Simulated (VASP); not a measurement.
# InSe2 (Pmmn) in VASP: single point with PBEsol

Aim: the single point of InSe2 with PBEsol.

Everything below comes from runs of VASP 6.6.1. Logs are shortened: lines on timing, memory, paths and dates and some standing lists are left out, and cuts for length are marked.

## Step 1: The cell of the first run

Symmetry: Pmmn, No. 59, orthorhombic system. Conventional cell: a = 3.833 Å, b = 3.833 Å, c = 9.339 Å, α = 90.00°, β = 90.00°, γ = 90.00°. In (site symmetry mm2) has 9 Se at 2.79 to 3.47 Å and 4 In at 3.83 Å within 3.9 Å. Se (site symmetry mm2) has 5 In at 2.79 to 3.16 Å and 12 Se at 3.68 to 4.05 Å within 4.1 Å. Within 3.6 Å of Se (site symmetry mm2) lie 4 Se at 2.73 Å and 4 In at 3.24 to 3.47 Å.

## Step 2: Single point, PBEsol (atoms displaced along a vibrational mode)

INCAR

```
ALGO     = Normal         # electronic algorithm
EDIFF    = 1E-6           # SCF threshold, eV
ENCUT    = 500            # plane-wave cutoff, eV
GGA      = PS             # functional
GGA_COMPAT= False        
ISIF     = 2              # what is computed and relaxed
ISMEAR   = 0              # smearing method
LASPH    = True           # aspherical terms in the spheres
LCHARG   = False          # write CHGCAR
LREAL    = False          # projectors in reciprocal space
LWAVE    = False          # write WAVECAR
NBANDS   = 34             # bands
NELM     = 120            # most SCF steps
PREC     = Accurate       # precision mode
SIGMA    = 0.15           # smearing width, eV
```

KPOINTS

```
k-points
0
Gamma
  10 10 4
```

POSCAR

```
InSe2
1.0
    3.8326248902      0.0000000000      0.0000000000
    0.0000000000      3.8326248902      0.0000000000
    0.0000000000      0.0000000000      9.3391386540
In Se
2 4
Direct
    0.0000000000      0.5000000000      0.7051305665
    0.5000000000      0.0000000000      0.2948694335
    0.0000000000      0.5000000000      0.3669976376
    0.5000000000      0.0000000000      0.6330023624
    0.0000000000      0.0000000000     -0.0154189808
    0.5000000000      0.5000000000      0.0154189808
```

Potentials or basis: VASP PAW PBE potentials, release 64 (In_d, Se).

Launch:

```
> cat potpaw_PBE.64/In_d/POTCAR potpaw_PBE.64/Se/POTCAR > POTCAR
> mpirun -np 1 vasp_std > vasp.out
```

OUTCAR:

```text
EDIFF = 1E-6
   ENCUT = 500
   GGA = PS
   ISIF = 2
   ISMEAR = 0
   LASPH = True
   LREAL = False
   NELM = 120
   PREC = Accurate

 ion  position               nearest neighbor table
   1  0.000  0.500  0.705-   4 2.79   4 2.79   4 2.79   4 2.79   3 3.16   5 3.24   5 3.24
   2  0.500  0.000  0.295-   3 2.79   3 2.79   3 2.79   3 2.79   4 3.16   6 3.24   6 3.24
   3  0.000  0.500  0.367-   2 2.79   2 2.79   2 2.79   2 2.79   1 3.16
   4  0.500  0.000  0.633-   1 2.79   1 2.79   1 2.79   1 2.79   2 3.16
   5  0.000  0.000  0.985-   6 2.73   6 2.73   6 2.73   6 2.73   1 3.24   1 3.24
   6  0.500  0.500  0.015-   5 2.73   5 2.73   5 2.73   5 2.73   2 3.24   2 3.24

  LATTYP: Found a simple tetragonal cell.
 ALAT       =     3.8326248902
 C/A-ratio  =     2.4367473785

  Lattice vectors:

 A1 = (   3.8326248902,   0.0000000000,   0.0000000000)
 A2 = (   0.0000000000,   3.8326248902,   0.0000000000)
 A3 = (   0.0000000000,   0.0000000000,   9.3391386540)

Analysis of symmetry for initial positions (statically):
=====================================================================
 Subroutine PRICEL returns:
 Original cell was already a primitive cell.

 Routine SETGRP: Setting up the symmetry group for a
 simple tetragonal supercell.

 Subroutine GETGRP returns: Found  8 space group operations
 (whereof  4 operations were pure point group operations)
 out of a pool of 16 trial point group operations.

The static configuration has the point symmetry C_2v.
 The point group associated with its full space group is D_2h.

Analysis of symmetry for dynamics (positions and initial velocities):
=====================================================================
 Subroutine PRICEL returns:
 Original cell was already a primitive cell.

 Routine SETGRP: Setting up the symmetry group for a
 simple tetragonal supercell.

 Subroutine GETGRP returns: Found  8 space group operations
 (whereof  4 operations were pure point group operations)
 out of a pool of 16 trial point group operations.

The dynamic configuration has the point symmetry C_2v.
 The point group associated with its full space group is D_2h.

 Subroutine INISYM returns: Found  8 space group operations
 (whereof  4 operations are pure point group operations),
 and found     1 'primitive' translations

----------------------------------------------------------------------------------------

                                     Primitive cell

  volume of cell :     137.1827

  direct lattice vectors                    reciprocal lattice vectors
     3.832624890  0.000000000  0.000000000     0.260917786  0.000000000  0.000000000
     0.000000000  3.832624890  0.000000000     0.000000000  0.260917786  0.000000000
     0.000000000  0.000000000  9.339138654     0.000000000  0.000000000  0.107076256

  length of vectors
     3.832624890  3.832624890  9.339138654     0.260917786  0.260917786  0.107076256

  position of ions in fractional coordinates (direct lattice)
     0.000000000  0.500000000  0.705130567
     0.500000000  0.000000000  0.294869433
     0.000000000  0.500000000  0.366997638
     0.500000000  0.000000000  0.633002362
     0.000000000  0.000000000  0.984581019
     0.500000000  0.500000000  0.015418981

  ion indices of the primitive-cell ions
   primitive index   ion index
                 1           1
                 2           2
                 3           3
                 4           4
                 5           5
                 6           6

----------------------------------------------------------------------------------------

 KPOINTS: k-points

Automatic generation of k-mesh.
 Grid dimensions read from file:
 generate k-points for:   10   10    4

 Generating k-lattice:

  Cartesian coordinates                     Fractional coordinates (reciprocal lattice)
     0.026091779  0.000000000  0.000000000     0.100000000  0.000000000  0.000000000
     0.000000000  0.026091779  0.000000000     0.000000000  0.100000000  0.000000000
     0.000000000  0.000000000  0.026769064     0.000000000  0.000000000  0.250000000

  Length of vectors
     0.026091779  0.026091779  0.026769064

  Shift w.r.t. Gamma in fractional coordinates (k-lattice)
     0.000000000  0.000000000  0.000000000

 Subroutine IBZKPT returns following result:
 ===========================================

 Found    108 irreducible k-points:

 Following reciprocal coordinates:
            Coordinates               Weight
  0.000000  0.000000  0.000000      1.000000
  0.100000  0.000000  0.000000      2.000000
  0.000000  0.100000  0.000000      2.000000
  0.200000  0.000000  0.000000      2.000000
  0.000000  0.200000  0.000000      2.000000
  0.300000  0.000000  0.000000      2.000000
[... 16 lines left out ...]
 -0.200000  0.300000  0.000000      4.000000
  0.400000  0.200000  0.000000      4.000000
 [... further k-points ...]
   k-points           NKPTS =    108   k-points in BZ     NKDIM =    108   number of bands    NBANDS=     34
   number of dos      NEDOS =    301   number of ions     NIONS =      6
   total plane-waves  NPLWV =  54880
   dimension x,y,z NGX =    28 NGY =   28 NGZ =   70
   dimension x,y,z NGXF=    56 NGYF=   56 NGZF=  140
   ions per type =               2   4
   NGX,Y,Z   is equivalent  to a cutoff of  12.15, 12.15, 12.46 a.u.
   NGXF,Y,Z  is equivalent  to a cutoff of  24.29, 24.29, 24.92 a.u.
 SYSTEM =  unknown system
   PREC   = accura    normal or accurate (medium, high low for compatibility)
   ISTART =      0    job   : 0-new  1-cont  2-samecut
   ICHARG =      2    charge: 1-file 2-atom 10-const
   ISPIN  =      1    spin polarized calculation?
   LNONCOLLINEAR =      F non collinear calculations
   LSORBIT =      F    spin-orbit coupling
   LASPH  =      T    aspherical Exc in radial PAW
   ENCUT  =  500.0 eV  36.75 Ry    6.06 a.u.   6.99  6.99 17.03*2*pi/ulx,y,z
   NELM   =    120;   NELMIN=  2; NELMDL= -5     # of ELM steps
   EDIFF  = 0.1E-05   stopping-criterion for ELM
   LREAL  =      F    real-space projection
   EDIFFG = 0.1E-04   stopping-criterion for IOM
   NSW    =      0    number of steps for IOM
   IBRION =     -1    ionic relax: 0-MD 1-quasi-New 2-CG
   NFREE  =      0    steps in history (QN), initial steepest desc. (CG)
   ISIF   =      2    stress and relaxation
   ISYM   =      2    0-nonsym 1-usesym 2-fastsym
   POTIM  = 0.5000    time-step for ionic-motion
   TEBEG  =    0.0;   TEEND  =   0.0 temperature during run
   PSTRESS=    0.0 pullay stress
   NELECT =      50.0000    total number of electrons
   NUPDOWN=      -1.0000    fix difference up-down
   EMIN   =  10.00;   EMAX   =-10.00  energy-range for DOS
   EFERMI =   0.00;   METHOD = LEGACY
   ISMEAR =     0;   SIGMA  =   0.15  broadening in eV -4-tet -1-fermi 0-gaus
   EFERMI_NEDOS =   21; number of points for ismear=-14 and -15
   IALGO  =     38    algorithm
   IMIX   =      4    mixing-type and parameters
     AMIX     =   0.40;   BMIX     =  1.00
     AMIX_MAG =   1.60;   BMIX_MAG =  1.00
  volume/ion in A,a.u.               =      22.86       154.29
  Fermi-wavevector in a.u.,A,eV,Ry     =   1.169405  2.209855 18.606082  1.367508
  Thomas-Fermi vector in A             =   2.305878
   LORBIT       =      0    0 simple, 1 ext, 2 COOP (PROOUT), +10 PAW based schemes
   GGA     = PS    functional components
   LHFCALC =     F    Hartree Fock is set to
   AEXX    =    0.0000 exact exchange contribution
   IVDW    =     0    specifies the selected vdW correction
   LEPSILON=     F    determine dielectric tensor
   LRPA    =     F    only Hartree local field effects (RPA)
 non-spin polarized calculation
 Gauss-broadening in eV      SIGMA  =   0.15
  energy-cutoff  :      500.00
  volume of cell :      137.18
 maximum number of plane-waves:      3504
   NGX = 13   NGY = 13   NGZ = 35

 number of electron      49.9999986 magnetization

 Free energy of the ion-electron system (eV)
  ---------------------------------------------------
  ext. energy  EPLUGINS =         0.00000000
  ---------------------------------------------------
  free energy    TOTEN  =       -22.74236877 eV

  energy without entropy =      -22.71983335  energy(sigma->0) =      -22.73110106

 E-fermi :   5.6339     XC(G=0): -10.3372

 val. band max:        5.6196934530   @ k =  -0.2000   0.5000   0.2500
 cond. band min:       5.6555438980   @ k =   0.5000   0.2000   0.0000
 fundamental gap:      0.0358504450
 Fermi energy:         5.6338713600

 k-point     1 :       0.0000    0.0000    0.0000
  band No.  band energies     occupation
      1      -9.8311      2.00000
      2      -9.0893      2.00000
      3      -9.0245      2.00000
      4      -8.8293      2.00000
      5      -8.8231      2.00000
      6      -8.7698      2.00000
[... 26 lines left out ...]
     33      11.8992      0.00000
     34      12.0475      0.00000

 k-point     2 :       0.1000    0.0000    0.0000
  band No.  band energies     occupation
      1      -9.7488      2.00000
      2      -9.0709      2.00000
      3      -9.0002      2.00000
      4      -8.8227      2.00000
      5      -8.8159      2.00000
      6      -8.7748      2.00000
[... 26 lines left out ...]
     33      11.5816      0.00000
     34      11.8421      0.00000

 k-point     3 :       0.0000    0.1000    0.0000
  band No.  band energies     occupation
      1      -9.7490      2.00000
      2      -9.0710      2.00000
      3      -8.9999      2.00000
      4      -8.8221      2.00000
      5      -8.8162      2.00000
      6      -8.7745      2.00000
[... 26 lines left out ...]
     33      11.6586      0.00000
     34      12.0335      0.00000
[... 704 lines left out ...]
 k-point    23 :      -0.2000    0.3000    0.0000
  band No.  band energies     occupation
      1      -9.0268      2.00000
      2      -9.0046      2.00000
      3      -8.9667      2.00000
      4      -8.8221      2.00000
      5      -8.8097      2.00000
      6      -8.8082      2.00000
[... 26 lines left out ...]
     33      11.0828      0.00000
     34      12.0333      0.00000

 k-point    24 :       0.4000    0.2000    0.0000
  band No.  band energies     occupation
      1      -9.0415      2.00000
      2      -9.0310      2.00000
      3      -8.8609      2.00000
      4      -8.8223      2.00000
      5      -8.8160      2.00000
      6      -8.8133      2.00000
[... 26 lines left out ...]
     33      10.9808      0.00000
     34      11.7796      0.00000

 [... further k-points ...]

------------------------ aborting loop because EDIFF is reached ----------------------------------------

  FORCE on cell =-STRESS in cart. coord.  units (eV):
  Direction    XX          YY          ZZ          XY          YZ          ZX
  --------------------------------------------------------------------------------------
  -------------------------------------------------------------------------------------
  Total        0.6839299     -0.9003248      0.2079031      0.0000000      0.0000000      0.0000000
  in kB        7.9877184    -10.5150252      2.4281306      0.0000000      0.0000000      0.0000000
  external PRESSURE =      -0.0330587 kB  Pullay stress =       0.0000000 kB

 VOLUME and BASIS-vectors are now :
 -----------------------------------------------------------------------------
  energy-cutoff  :      500.00
  volume of cell :      137.18
      direct lattice vectors                 reciprocal lattice vectors
     3.832624890  0.000000000  0.000000000     0.260917786  0.000000000  0.000000000
     0.000000000  3.832624890  0.000000000     0.000000000  0.260917786  0.000000000
     0.000000000  0.000000000  9.339138654     0.000000000  0.000000000  0.107076256

 POSITION                                       TOTAL-FORCE (eV/Angst)
 -----------------------------------------------------------------------------------
      0.00000      1.91631      6.58531         0.000000      0.000000     -0.029319
      1.91631      0.00000      2.75383         0.000000      0.000000      0.029319
      0.00000      1.91631      3.42744         0.000000      0.000000      0.030191
      1.91631      0.00000      5.91170         0.000000      0.000000     -0.030191
      0.00000      0.00000      9.19514         0.000000      0.000000      0.076095
      1.91631      1.91631      0.14400         0.000000      0.000000     -0.076095
 -----------------------------------------------------------------------------------
    total drift:                                0.000000      0.000000      0.000000

  FREE ENERGIE OF THE ION-ELECTRON SYSTEM (eV)
  ---------------------------------------------------
  free  energy   TOTEN  =       -22.7423687678 eV

  energy  without entropy=      -22.7198333454  energy(sigma->0) =      -22.73110106
```

It took 7.2 min on 1 thread of Oxide Virtual Turin-like, shared host; peak memory 0.45 GiB.

What came out:

* Free energy: -22.7424 eV
* Pressure: 0.0 GPa
* Largest force: 0.076 eV/Å
* Band gap on the k mesh: zero (bands 25 and 26 overlap by 2.45 eV)

Forces on the atoms (eV/Å):
```
In   0.000  0.000 -0.029
In   0.000  0.000  0.029
Se   0.000  0.000  0.030
Se   0.000  0.000 -0.030
Se   0.000  0.000  0.076
Se   0.000  0.000 -0.076
```

Caveat: the cell differs from its parent crystal (atoms displaced along a vibrational mode); the PAW data sets were made with another functional, which shifts forces and pressure a little; spin-orbit coupling is left out, which moves the levels of the heavy elements.

The gap in the log of VASP goes by the Fermi energy; the results here count the filled bands.